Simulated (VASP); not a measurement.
Crystal: Dy.

```
Dy
1.0
     3.59000    0.00000    0.00000
    -1.79500    3.10903    0.00000
     0.00000    0.00000    5.64707
Dy
2
Cartesian
  0.0000 2.0727 4.2353
  1.7950 1.0363 1.4118
```

* Program: VASP 6.6.1
* Task: relaxation of cell and atoms
* Functional: PBE
* Potentials or basis: VASP PAW PBE potentials, release 64 (Dy)
* Cutoff: 600 eV
* k mesh: 6 × 6 × 4
* Occupations: gaussian, width 0.05 eV
* Spin: collinear spin, ferromagnetic start
* Starting moments: [5.0, 5.0] μB

At the start: pressure 1.7 GPa; volume 31.51 Å³/atom.

**Question.** Where does the relaxation end?

**Answer.** Over 3 steps the energy falls by 11.3 meV/atom and the volume is 33.43 Å³/atom (+6.1 %); space group P6_3/mmc (No. 194, to 0.05 Å); moment 9.60 μB per cell.

The path:
```tsv
step	energy change (eV)	largest force (eV/Å)	pressure (GPa)	volume (Å³)
1	0.0000	0.0000	1.70	63.03
2	-0.0218	0.0000	0.25	66.13
3	-0.0226	0.0000	-0.03	66.85
```

Final structure:
```
Dy
1.0
     3.64157    0.00000    0.00000
    -1.82078    3.15369    0.00000
     0.00000    0.00000    5.82111
Dy
2
Direct
  0.33333 0.66667 0.75000
  0.66667 0.33333 0.25000
```

Caveat: the magnetic or orbital state may not be the lowest.
